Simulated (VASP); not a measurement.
# ZrN (Fm-3m) in VASP: a series of runs

The runs below take ZrN through single point, relaxation of cell and atoms, with PBEsol.

All numbers are computed with VASP 6.6.1; they aren't measurements. Logs are shortened: lines on timing, memory, paths and dates and some standing lists are left out, and cuts for length are marked.

**1. The cell of the first run**

It takes space group Fm-3m (No. 225, cubic). The conventional cell has a = 4.552 Å, b = 4.552 Å, c = 4.552 Å, α = 90.00°, β = 90.00°, γ = 90.00°. Zr (site symmetry m-3m) has 6 N at 2.28 Å within 3.0 Å. Within 3.0 Å of N (site symmetry m-3m) lie 6 Zr at 2.28 Å.

**2. Single point, PBEsol**

INCAR reads:

```
SYSTEM = ZrN
PREC     = Accurate       ! precision mode
ENCUT    = 520            ! plane-wave cutoff, eV
EDIFF    = 1E-7           ! SCF threshold, eV
ISMEAR   = 0              ! smearing method
SIGMA    = 0.1            ! smearing width, eV
LREAL    = .False.        ! projectors in reciprocal space
LASPH    = .True.         ! aspherical terms in the spheres
NELM     = 60             ! most SCF steps
ALGO     = Normal         ! electronic algorithm
ISIF     = 2              ! what is computed and relaxed
LWAVE    = .False.        ! write WAVECAR
LCHARG   = .False.        ! write CHGCAR
GGA      = PS             ! functional
NBANDS   = 16             ! bands
```

KPOINTS reads:

```
regular mesh
0
Gamma
  16 16 16
  0 0 0
```

POSCAR reads:

```
ZrN
1.0
    0.0000000000      2.2760915959      2.2760915959
    2.2760915959      0.0000000000      2.2760915959
    2.2760915959      2.2760915959      0.0000000000
Zr N
1 1
Direct
    0.0000000000      0.0000000000      0.0000000000
    0.5000000000      0.5000000000      0.5000000000
```

Potentials or basis: VASP PAW PBE potentials, release 64 (Zr_sv, N).

Command:

```sh
cat potpaw_PBE.64/Zr_sv/POTCAR potpaw_PBE.64/N/POTCAR > POTCAR
mpirun -np 1 vasp_std > vasp.out
```

OUTCAR:

```text
SYSTEM = ZrN
   PREC = Accurate
   ENCUT = 520
   EDIFF = 1E-7
   ISMEAR = 0
   LREAL = .False.
   LASPH = .True.
   NELM = 60
   ISIF = 2
   GGA = PS

 ion  position               nearest neighbor table
   1  0.000  0.000  0.000-   2 2.28   2 2.28   2 2.28   2 2.28   2 2.28   2 2.28
   2  0.500  0.500  0.500-   1 2.28   1 2.28   1 2.28   1 2.28   1 2.28   1 2.28

  LATTYP: Found a face centered cubic cell.
 ALAT       =     4.5521831918

  Lattice vectors:

 A1 = (   0.0000000000,   2.2760915959,   2.2760915959)
 A2 = (   2.2760915959,   0.0000000000,   2.2760915959)
 A3 = (   2.2760915959,   2.2760915959,   0.0000000000)

Analysis of symmetry for initial positions (statically):
=====================================================================
 Subroutine PRICEL returns:
 Original cell was already a primitive cell.

 Routine SETGRP: Setting up the symmetry group for a
 face centered cubic supercell.

 Subroutine GETGRP returns: Found 48 space group operations
 (whereof 48 operations were pure point group operations)
 out of a pool of 48 trial point group operations.

The static configuration has the point symmetry O_h .

Analysis of symmetry for dynamics (positions and initial velocities):
=====================================================================
 Subroutine PRICEL returns:
 Original cell was already a primitive cell.

 Routine SETGRP: Setting up the symmetry group for a
 face centered cubic supercell.

 Subroutine GETGRP returns: Found 48 space group operations
 (whereof 48 operations were pure point group operations)
 out of a pool of 48 trial point group operations.

The dynamic configuration has the point symmetry O_h .

 Subroutine INISYM returns: Found 48 space group operations
 (whereof 48 operations are pure point group operations),
 and found     1 'primitive' translations

----------------------------------------------------------------------------------------

                                     Primitive cell

  volume of cell :      23.5830

  direct lattice vectors                    reciprocal lattice vectors
     0.000000000  2.276091596  2.276091596    -0.219674815  0.219674815  0.219674815
     2.276091596  0.000000000  2.276091596     0.219674815 -0.219674815  0.219674815
     2.276091596  2.276091596  0.000000000     0.219674815  0.219674815 -0.219674815

  length of vectors
     3.218879604  3.218879604  3.218879604     0.380487941  0.380487941  0.380487941

  position of ions in fractional coordinates (direct lattice)
     0.000000000  0.000000000  0.000000000
     0.500000000  0.500000000  0.500000000

[... 78 lines left out ...]
   EDIFFG = 0.1E-05   stopping-criterion for IOM
   NSW    =      0    number of steps for IOM
   IBRION =     -1    ionic relax: 0-MD 1-quasi-New 2-CG
   NFREE  =      0    steps in history (QN), initial steepest desc. (CG)
   ISIF   =      2    stress and relaxation
   ISYM   =      2    0-nonsym 1-usesym 2-fastsym
   POTIM  = 0.5000    time-step for ionic-motion
   TEBEG  =    0.0;   TEEND  =   0.0 temperature during run
   PSTRESS=    0.0 pullay stress
   NELECT =      17.0000    total number of electrons
   NUPDOWN=      -1.0000    fix difference up-down
   EMIN   =  10.00;   EMAX   =-10.00  energy-range for DOS
   EFERMI =   0.00;   METHOD = LEGACY
   ISMEAR =     0;   SIGMA  =   0.10  broadening in eV -4-tet -1-fermi 0-gaus
   EFERMI_NEDOS =   21; number of points for ismear=-14 and -15
   IALGO  =     38    algorithm
   IMIX   =      4    mixing-type and parameters
     AMIX     =   0.40;   BMIX     =  1.00
     AMIX_MAG =   1.60;   BMIX_MAG =  1.00
  volume/ion in A,a.u.               =      11.79        79.57
  Fermi-wavevector in a.u.,A,eV,Ry     =   1.467883  2.773896 29.316203  2.154680
  Thomas-Fermi vector in A             =   2.583447
   LORBIT       =      0    0 simple, 1 ext, 2 COOP (PROOUT), +10 PAW based schemes
   GGA     = PS    functional components
   LHFCALC =     F    Hartree Fock is set to
   AEXX    =    0.0000 exact exchange contribution
   IVDW    =     0    specifies the selected vdW correction
   LEPSILON=     F    determine dielectric tensor
   LRPA    =     F    only Hartree local field effects (RPA)
 non-spin polarized calculation
 Gauss-broadening in eV      SIGMA  =   0.10
  energy-cutoff  :      520.00
  volume of cell :       23.58
 maximum number of plane-waves:       652
   NGX = 11   NGY = 11   NGZ = 11

 number of electron      16.9999999 magnetization

 Free energy of the ion-electron system (eV)
  ---------------------------------------------------
  ext. energy  EPLUGINS =         0.00000000
  ---------------------------------------------------
  free energy    TOTEN  =       -21.55393896 eV

  energy without entropy =      -21.55021653  energy(sigma->0) =      -21.55207774

 E-fermi :  12.0873     XC(G=0): -12.7925

 val. band max:       12.0804633260   @ k =  -0.1250   0.0625   0.0000
 cond. band min:      12.0893789841   @ k =  -0.1250   0.0625   0.0000
 fundamental gap:      0.0089156581
 Fermi energy:        12.0873065015

 k-point     1 :       0.0000    0.0000    0.0000
  band No.  band energies     occupation
      1     -37.2941      2.00000
      2     -14.9202      2.00000
      3     -14.9202      2.00000
      4     -14.9202      2.00000
      5      -4.1967      2.00000
      6       9.4365      2.00000
[... 433 lines left out ...]
      3     -14.9509      2.00000
      4     -14.9214      2.00000
      5      -3.9751      2.00000
      6       8.5205      2.00000
[... 8 lines left out ...]
     15      21.9557      0.00000
     16      32.6853      0.00000

 [... further k-points ...]

------------------------ aborting loop because EDIFF is reached ----------------------------------------

  FORCE on cell =-STRESS in cart. coord.  units (eV):
  Direction    XX          YY          ZZ          XY          YZ          ZX
  --------------------------------------------------------------------------------------
  -------------------------------------------------------------------------------------
  Total        0.0582080      0.0582080      0.0582080     -0.0000000      0.0000000      0.0000000
  in kB        3.9545227      3.9545227      3.9545227     -0.0000000      0.0000000      0.0000000
  external PRESSURE =       3.9545227 kB  Pullay stress =       0.0000000 kB

 VOLUME and BASIS-vectors are now :
 -----------------------------------------------------------------------------
  energy-cutoff  :      520.00
  volume of cell :       23.58
      direct lattice vectors                 reciprocal lattice vectors
     0.000000000  2.276091596  2.276091596    -0.219674815  0.219674815  0.219674815
     2.276091596  0.000000000  2.276091596     0.219674815 -0.219674815  0.219674815
     2.276091596  2.276091596  0.000000000     0.219674815  0.219674815 -0.219674815

 POSITION                                       TOTAL-FORCE (eV/Angst)
 -----------------------------------------------------------------------------------
      0.00000      0.00000      0.00000         0.000000      0.000000      0.000000
      2.27609      2.27609      2.27609         0.000000      0.000000      0.000000
 -----------------------------------------------------------------------------------
    total drift:                                0.000000     -0.000000     -0.000000

  FREE ENERGIE OF THE ION-ELECTRON SYSTEM (eV)
  ---------------------------------------------------
  free  energy   TOTEN  =       -21.5539389570 eV

  energy  without entropy=      -21.5502165251  energy(sigma->0) =      -21.55207774
```

OSZICAR:

```text
N       E                     dE             d eps       ncg     rms          rms(c)
DAV:   1     0.113116735910E+03    0.11312E+03   -0.91954E+03  4656   0.106E+03
DAV:   2    -0.203535861654E+02   -0.13347E+03   -0.12584E+03  6160   0.301E+02
DAV:   3    -0.246948964101E+02   -0.43413E+01   -0.43197E+01  6232   0.507E+01
DAV:   4    -0.247612875302E+02   -0.66391E-01   -0.66379E-01  5992   0.562E+00
DAV:   5    -0.247628566043E+02   -0.15691E-02   -0.15691E-02  6200   0.603E-01    0.233E+01
DAV:   6    -0.217159956712E+02    0.30469E+01   -0.63903E+00  5336   0.244E+01    0.927E+00
DAV:   7    -0.215894323986E+02    0.12656E+00   -0.46484E-01  5608   0.618E+00    0.727E+00
DAV:   8    -0.215649502287E+02    0.24482E-01   -0.21032E-01  6224   0.394E+00    0.329E+00
DAV:   9    -0.215544773054E+02    0.10473E-01   -0.41545E-02  5208   0.181E+00    0.116E+00
DAV:  10    -0.215539526670E+02    0.52464E-03   -0.24208E-03  5424   0.472E-01    0.881E-02
DAV:  11    -0.215539418455E+02    0.10821E-04   -0.30465E-05  5912   0.458E-02    0.557E-02
DAV:  12    -0.215539391503E+02    0.26952E-05   -0.56520E-06  5760   0.190E-02    0.263E-03
DAV:  13    -0.215539390188E+02    0.13151E-06   -0.11068E-07  5144   0.327E-03    0.161E-03
DAV:  14    -0.215539389570E+02    0.61774E-07   -0.62427E-09  3256   0.678E-04
   1 F= -.21553939E+02 E0= -.21552078E+02  d E =-.372243E-02
```

stdout:

```text
POSCAR found type information on POSCAR ZrN
 POSCAR found :  2 types and       2 ions
 scaLAPACK will be used
 -----------------------------------------------------------------------------
|                                                                             |
|                                                                             |
|     You enforced a specific xc type in the INCAR file but a different       |
|     I HOPE YOU KNOW WHAT YOU ARE DOING!                                     |
|                                                                             |
 -----------------------------------------------------------------------------

 LDA part: xc-table for (Slater+PW92), standard interpolation
 POSCAR, INCAR and KPOINTS ok, starting setup
 FFT: planning ... GRIDC
 FFT: planning ... GRID_SOFT
 FFT: planning ... GRID
 WAVECAR not read
 entering main loop
```

It took 40 s on 1 thread of Intel Xeon 8259CL, shared host; peak memory 0.18 GiB.

Results:

```
Free energy : -21.5539 eV
Pressure    : 0.4 GPa
```

Caveat: the PAW data sets were made with another functional, which shifts forces and pressure a little.

**3. Relaxation of cell and atoms, PBEsol**

This run uses another cell than the first one, of 11.92 Å³/atom, 1.011 times its volume.

INCAR reads:

```
SYSTEM = ZrN
ALGO = Normal ; EDIFF = 1E-7
EDIFFG = -0.005 ; ENCUT = 600
GGA = PS ; IBRION = 2
ISIF = 3 ; ISMEAR = 0
LASPH = .True. ; LCHARG = .False.
LREAL = .False. ; LWAVE = .False.
NELM = 100 ; NSW = 100
PREC = Accurate ; SIGMA = 0.1
```

KPOINTS reads:

```
k-points
0
Gamma
  16 16 16
  0 0 0
```

POSCAR reads:

```
ZrN
1.0
    0.0000000000      2.2842300000      2.2842300000
    2.2842300000      0.0000000000      2.2842300000
    2.2842300000      2.2842300000      0.0000000000
Zr N
1 1
Direct
    0.0000000000      0.0000000000      0.0000000000
    0.5000000000      0.5000000000      0.5000000000
```

Potentials or basis: VASP PAW PBE potentials, release 64 (Zr_sv, N).

Command:

```sh
cat potpaw_PBE.64/Zr_sv/POTCAR potpaw_PBE.64/N/POTCAR > POTCAR
mpirun -np 1 vasp_std > vasp.out
```

Run time: 4 min. Hardware: 1 thread of Intel Xeon 8259CL, shared host; peak memory 0.21 GiB.

It converged, with:

```
Free energy                            : -21.5567 eV
Relaxed volume                         : 11.80 Å³/atom
Relaxed cell                           : a = 3.220 Å, b = 3.220 Å, c = 3.220 Å, α = 60.00°, β = 60.00°, γ = 60.00°
Space group after relaxing (to 0.05 Å) : Fm-3m (No. 225)
Energy gained by relaxing              : 0.9 meV/atom
Ionic steps                            : 3
Pressure after relaxing                : 0.0 GPa
```

Step by step:
```tsv
step	energy change (eV)	largest force (eV/Å)	pressure (GPa)	volume (Å³)
1	0.0000	0.0000	-2.54	23.84
2	0.0045	0.0000	4.98	23.19
3	-0.0018	0.0000	-0.01	23.61
```

Final structure:
```
Zr N
1.0
     0.00000    2.27690    2.27690
     2.27690    0.00000    2.27690
     2.27690    2.27690    0.00000
Zr N
1 1
Direct
  0.00000 0.00000 0.00000
  0.50000 0.50000 0.50000
```

Levels at points of the mesh, in eV from the Fermi level:
| k point | band 6 | band 7 | band 8 | band 9 | band 10 | band 11 | band 12 |
| --- | --- | --- | --- | --- | --- | --- | --- |
| (0.00, 0.00, 0.00) | -2.65 | -2.65 | -2.65 | -0.42 | -0.42 | -0.42 | 1.63 |
| (0.50, 0.00, 0.00) | -7.78 | -5.78 | -5.78 | 3.15 | 3.21 | 3.21 | 4.81 |
| (0.50, 0.50, 0.00) | -4.52 | -3.60 | -3.14 | -3.14 | 3.49 | 4.73 | 4.73 |

Caveat: the PAW data sets were made with another functional, which shifts forces and pressure a little.
